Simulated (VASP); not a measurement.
# NaCrF3 (Pm-3m) in VASP: density of states with PBE

Aim: the density of states of NaCrF3 with PBE.

All numbers are computed with VASP 6.6.1; they aren't measurements. Logs are shortened: lines on timing, memory, paths and dates and some standing lists are left out, and cuts for length are marked.

## Step 1: The cell of the first run

The structure is cubic, space group Pm-3m (No. 221). The conventional cell has a = 4.328 Å, b = 4.328 Å, c = 4.328 Å, α = 90.00°, β = 90.00°, γ = 90.00°. Within 2.9 Å of Cr (site symmetry m-3m) lie 6 F at 2.16 Å. F (site symmetry 4/mmm) has 2 Cr at 2.16 Å within 2.9 Å. Within 4.0 Å of Na (site symmetry m-3m) lie 12 F at 3.06 Å and 8 Cr at 3.75 Å.

## Step 2: Density of states, PBE, collinear spin, ferromagnetic start

The input, POSCAR:

```
NaCrF3
1.0
    4.3284596200      0.0000000000      0.0000000000
    0.0000000000      4.3284596200      0.0000000000
    0.0000000000      0.0000000000      4.3284596200
Cr F Na
1 3 1
Direct
    0.0000000000      0.0000000000      0.0000000000
    0.5000000000      0.0000000000      0.0000000000
    0.0000000000      0.5000000000      0.0000000000
    0.0000000000      0.0000000000      0.5000000000
    0.5000000000      0.5000000000      0.5000000000
```

The input, INCAR.step1:

```
SYSTEM = NaCrF3
ALGO = Normal
EDIFF = 1E-6
ENCUT = 520
GGA = PE
ISIF = 2
ISMEAR = -1
ISPIN = 2
LASPH = .TRUE.
LCHARG = .TRUE.
LMAXMIX = 4
LREAL = .FALSE.
LWAVE = .FALSE.
MAGMOM = 4 0 0 0 0
NBANDS = 32
NELM = 150
PREC = Accurate
SIGMA = 0.033
```

The input, KPOINTS.step1:

```
k-points
0
G
  6 6 6
  0 0 0
```

The input, INCAR.step2:

```
SYSTEM = NaCrF3
ALGO = Normal
EDIFF = 1E-6
ENCUT = 520
GGA = PE
ICHARG = 11
ISIF = 2
ISMEAR = -5
ISPIN = 2
LASPH = .TRUE.
LCHARG = .FALSE.
LMAXMIX = 4
LORBIT = 10
LREAL = .FALSE.
LWAVE = .FALSE.
MAGMOM = 4 0 0 0 0
NEDOS = 2001
NELM = 150
PREC = Accurate
SIGMA = 0.033
```

The input, KPOINTS.step2:

```
k-points
0
G
  9 9 9
  0 0 0
```

Potentials or basis: VASP PAW PBE potentials, release 64 (Cr_pv, F, Na_pv).

Command:

```bash
cat potpaw_PBE.64/Cr_pv/POTCAR potpaw_PBE.64/F/POTCAR potpaw_PBE.64/Na_pv/POTCAR > POTCAR
cp INCAR.step1 INCAR
cp KPOINTS.step1 KPOINTS
mpirun -np 1 vasp_std > vasp.out
cp INCAR.step2 INCAR
cp KPOINTS.step2 KPOINTS
mpirun -np 1 vasp_std > vasp.out
```

OUTCAR:

```text
SYSTEM = NaCrF3
   EDIFF = 1E-6
   ENCUT = 520
   GGA = PE
   ICHARG = 11
   ISIF = 2
   ISMEAR = -5
   ISPIN = 2
   LASPH = .TRUE.
   LORBIT = 10
   LREAL = .FALSE.
   NELM = 150
   PREC = Accurate

 ion  position               nearest neighbor table
   1  0.000  0.000  0.000-   2 2.16   3 2.16   4 2.16   4 2.16   3 2.16   2 2.16
   2  0.500  0.000  0.000-   1 2.16   1 2.16
   3  0.000  0.500  0.000-   1 2.16   1 2.16
   4  0.000  0.000  0.500-   1 2.16   1 2.16
   5  0.500  0.500  0.500-

  LATTYP: Found a simple cubic cell.
 ALAT       =     4.3284596200

  Lattice vectors:

 A1 = (   4.3284596200,   0.0000000000,   0.0000000000)
 A2 = (   0.0000000000,   4.3284596200,   0.0000000000)
 A3 = (   0.0000000000,   0.0000000000,   4.3284596200)

Analysis of symmetry for initial positions (statically):
=====================================================================
 Subroutine PRICEL returns:
 Original cell was already a primitive cell.

 Routine SETGRP: Setting up the symmetry group for a
 simple cubic supercell.

 Subroutine GETGRP returns: Found 48 space group operations
[... 9 lines left out ...]

 Routine SETGRP: Setting up the symmetry group for a
 simple cubic supercell.

 Subroutine GETGRP returns: Found 48 space group operations
 (whereof 48 operations were pure point group operations)
 out of a pool of 48 trial point group operations.

The dynamic configuration has the point symmetry O_h .

Analysis of structural, dynamic, and magnetic symmetry:
=====================================================================
 Subroutine PRICEL returns:
 Original cell was already a primitive cell.

 Routine SETGRP: Setting up the symmetry group for a
 simple cubic supercell.

 Subroutine GETGRP returns: Found 48 space group operations
 (whereof 48 operations were pure point group operations)
 out of a pool of 48 trial point group operations.

The overall configuration has the point symmetry O_h .

 Subroutine INISYM returns: Found 48 space group operations
[... 5 lines left out ...]
                                     Primitive cell

  volume of cell :      81.0961

  direct lattice vectors                    reciprocal lattice vectors
     4.328459620  0.000000000  0.000000000     0.231029070  0.000000000  0.000000000
     0.000000000  4.328459620  0.000000000     0.000000000  0.231029070  0.000000000
     0.000000000  0.000000000  4.328459620     0.000000000  0.000000000  0.231029070

  length of vectors
     4.328459620  4.328459620  4.328459620     0.231029070  0.231029070  0.231029070

  position of ions in fractional coordinates (direct lattice)
     0.000000000  0.000000000  0.000000000
     0.500000000  0.000000000  0.000000000
     0.000000000  0.500000000  0.000000000
     0.000000000  0.000000000  0.500000000
     0.500000000  0.500000000  0.500000000

  ion indices of the primitive-cell ions
   primitive index   ion index
                 1           1
                 2           2
                 3           3
                 4           4
                 5           5

----------------------------------------------------------------------------------------

 KPOINTS: k-points

Automatic generation of k-mesh.
 Grid dimensions read from file:
 generate k-points for:    9    9    9

 Generating k-lattice:

  Cartesian coordinates                     Fractional coordinates (reciprocal lattice)
     0.025669897  0.000000000  0.000000000     0.111111111  0.000000000  0.000000000
     0.000000000  0.025669897  0.000000000     0.000000000  0.111111111  0.000000000
     0.000000000  0.000000000  0.025669897     0.000000000  0.000000000  0.111111111

  Length of vectors
     0.025669897  0.025669897  0.025669897

  Shift w.r.t. Gamma in fractional coordinates (k-lattice)
     0.000000000  0.000000000  0.000000000

 TETIRR: Found    353 inequivalent tetrahedra from     4374

 Subroutine IBZKPT returns following result:
 ===========================================

 Found     35 irreducible k-points:

 Following reciprocal coordinates:
            Coordinates               Weight
  0.000000  0.000000  0.000000      1.000000
  0.111111  0.000000  0.000000      6.000000
  0.222222  0.000000  0.000000      6.000000
  0.333333  0.000000  0.000000      6.000000
  0.444444  0.000000  0.000000      6.000000
  0.111111  0.111111  0.000000     12.000000
[... 16 lines left out ...]
  0.333333  0.333333  0.111111     24.000000
  0.444444  0.333333  0.111111     48.000000
 [... further k-points ...]
   k-points           NKPTS =     35   k-points in BZ     NKDIM =     35   number of bands    NBANDS=     26
   number of dos      NEDOS =   2001   number of ions     NIONS =      5
   total plane-waves  NPLWV =  32768
   dimension x,y,z NGX =    32 NGY =   32 NGZ =   32
   dimension x,y,z NGXF=    64 NGYF=   64 NGZF=   64
   ions per type =               1   3   1
   NGX,Y,Z   is equivalent  to a cutoff of  12.29, 12.29, 12.29 a.u.
   NGXF,Y,Z  is equivalent  to a cutoff of  24.58, 24.58, 24.58 a.u.
 SYSTEM =  NaCrF3
   PREC   = accura    normal or accurate (medium, high low for compatibility)
   ISTART =      0    job   : 0-new  1-cont  2-samecut
   ICHARG =     11    charge: 1-file 2-atom 10-const
   ISPIN  =      2    spin polarized calculation?
   LNONCOLLINEAR =      F non collinear calculations
   LSORBIT =      F    spin-orbit coupling
   LASPH  =      T    aspherical Exc in radial PAW
   ENCUT  =  520.0 eV  38.22 Ry    6.18 a.u.   8.05  8.05  8.05*2*pi/ulx,y,z
   NELM   =    150;   NELMIN=  2; NELMDL=  0     # of ELM steps
   EDIFF  = 0.1E-05   stopping-criterion for ELM
   LREAL  =      F    real-space projection
   EDIFFG = 0.1E-04   stopping-criterion for IOM
   NSW    =      0    number of steps for IOM
   IBRION =     -1    ionic relax: 0-MD 1-quasi-New 2-CG
   NFREE  =      0    steps in history (QN), initial steepest desc. (CG)
   ISIF   =      2    stress and relaxation
   ISYM   =      2    0-nonsym 1-usesym 2-fastsym
   POTIM  = 0.5000    time-step for ionic-motion
   TEBEG  =    0.0;   TEEND  =   0.0 temperature during run
   PSTRESS=    0.0 pullay stress
   NELECT =      40.0000    total number of electrons
   NUPDOWN=      -1.0000    fix difference up-down
   EMIN   =  10.00;   EMAX   =-10.00  energy-range for DOS
   EFERMI =   0.00;   METHOD = LEGACY
   ISMEAR =    -5;   SIGMA  =   0.03  broadening in eV -4-tet -1-fermi 0-gaus
   EFERMI_NEDOS =   21; number of points for ismear=-14 and -15
   IALGO  =     38    algorithm
   IMIX   =      4    mixing-type and parameters
     AMIX     =   0.40;   BMIX     =  1.00
     AMIX_MAG =   1.60;   BMIX_MAG =  1.00
  volume/ion in A,a.u.               =      16.22       109.45
  Fermi-wavevector in a.u.,A,eV,Ry     =   1.293485  2.444333 22.763961  1.673104
  Thomas-Fermi vector in A             =   2.425128
   LORBIT       =     10    0 simple, 1 ext, 2 COOP (PROOUT), +10 PAW based schemes
   GGA     = PE    functional components
   LHFCALC =     F    Hartree Fock is set to
   AEXX    =    0.0000 exact exchange contribution
   IVDW    =     0    specifies the selected vdW correction
   LEPSILON=     F    determine dielectric tensor
   LRPA    =     F    only Hartree local field effects (RPA)
 spin polarized calculation
 Fermi weights with tetrahedron method with Bloechl corrections
  energy-cutoff  :      520.00
  volume of cell :       81.10
 maximum number of plane-waves:      2224

 number of electron      39.9999927 magnetization       3.9999922

 Free energy of the ion-electron system (eV)
  ---------------------------------------------------
  ext. energy  EPLUGINS =         0.00000000
  ---------------------------------------------------
  free energy    TOTEN  =       -27.84559403 eV

  energy without entropy =      -27.84559403  energy(sigma->0) =      -27.84559403

 E-fermi :   2.7355     XC(G=0):  -8.4079

 val. band max:        2.7174141428   @ k =   0.3333   0.1111   0.1111
 cond. band min:       2.6463442090   @ k =   0.0000   0.0000   0.0000
 fundamental gap:     -0.0710699338
 Fermi energy:         2.7354643792

 spin component 1

 k-point     1 :       0.0000    0.0000    0.0000
  band No.  band energies     occupation
      1     -41.8408      1.00000
      2     -41.8408      1.00000
      3     -41.8408      1.00000
      4     -23.0974      1.00000
      5     -23.0974      1.00000
      6     -23.0974      1.00000
[... 18 lines left out ...]
     25       8.3401      0.00000
     26       8.8841      0.00000
[... 644 lines left out ...]
      4     -23.1038      1.00000
      5     -23.1015      1.00000
      6     -23.0972      1.00000
[... 18 lines left out ...]
     25       6.9308      0.00000
     26       8.2689      0.00000

 [... further k-points ...]

 spin component 2

 k-point     1 :       0.0000    0.0000    0.0000
  band No.  band energies     occupation
      1     -38.0008      1.00000
      2     -38.0008      1.00000
      3     -38.0008      1.00000
      4     -23.0969      1.00000
      5     -23.0969      1.00000
      6     -23.0969      1.00000
[... 18 lines left out ...]
     25      10.3442      0.00000
     26      10.3638      0.00000
[... 644 lines left out ...]
      4     -23.1033      1.00000
      5     -23.1010      1.00000
      6     -23.0968      1.00000
[... 18 lines left out ...]
     25       7.3369      0.00000
     26       8.5346      0.00000

 [... further k-points ...]
[... 5 lines left out ...]
  --------------------------------------------------------------------------------------
  -------------------------------------------------------------------------------------
  Total       -3.6048475     -3.6048475     -3.6048475     -0.0000000      0.0000000     -0.0000000
  in kB      -71.2192450    -71.2192450    -71.2192450     -0.0000000      0.0000000     -0.0000000
  external PRESSURE =     -71.2192450 kB  Pullay stress =       0.0000000 kB

 VOLUME and BASIS-vectors are now :
 -----------------------------------------------------------------------------
  energy-cutoff  :      520.00
  volume of cell :       81.10
      direct lattice vectors                 reciprocal lattice vectors
     4.328459620  0.000000000  0.000000000     0.231029070  0.000000000  0.000000000
     0.000000000  4.328459620  0.000000000     0.000000000  0.231029070  0.000000000
     0.000000000  0.000000000  4.328459620     0.000000000  0.000000000  0.231029070

 POSITION                                       TOTAL-FORCE (eV/Angst)
 -----------------------------------------------------------------------------------
      0.00000      0.00000      0.00000         0.000000      0.000000      0.000000
      2.16423      0.00000      0.00000         0.000000      0.000000      0.000000
      0.00000      2.16423      0.00000         0.000000      0.000000      0.000000
      0.00000      0.00000      2.16423         0.000000      0.000000      0.000000
      2.16423      2.16423      2.16423         0.000000      0.000000      0.000000
 -----------------------------------------------------------------------------------
    total drift:                                0.000000      0.000000     -0.000000

  FREE ENERGIE OF THE ION-ELECTRON SYSTEM (eV)
  ---------------------------------------------------
  free  energy   TOTEN  =       -27.8455940310 eV

  energy  without entropy=      -27.8455940310  energy(sigma->0) =      -27.84559403

 total charge

# of ion       s       p       d       tot
------------------------------------------
    1        0.147   6.125   4.077  10.348
    2        1.733   4.331   0.000   6.064
    3        1.733   4.331   0.000   6.064
    4        1.733   4.331   0.000   6.064
    5        0.012   5.952   0.000   5.964
--------------------------------------------------
tot          5.358  25.070   4.077  34.505

 magnetization (x)

# of ion       s       p       d       tot
------------------------------------------
    1        0.026   0.018   3.683   3.727
    2        0.004   0.005   0.000   0.009
    3        0.004   0.005   0.000   0.009
    4        0.004   0.005   0.000   0.009
    5        0.000   0.000   0.000   0.000
--------------------------------------------------
tot          0.039   0.034   3.683   3.756
```

Run time: 2.6 min. Hardware: 1 thread of Oxide Virtual Turin-like, shared host; peak memory 0.23 GiB.

What came out:

| Item | Value |
| --- | --- |
| Net moment | 4.00 μB per cell |
| Site moments | Cr +3.73; F +0.01; Na +0.00 μB |
| Valence electrons inside the program's atomic spheres | Cr 10.35; F 6.06; Na 5.96 |

Caveat: a cell with one magnetic atom can't hold antiferromagnetic order, which such compounds often take; semilocal functionals often make such compounds metallic where correlation or magnetic order opens a gap, which also shifts bond lengths; tetrahedron occupations give inexact forces and stress in metals.
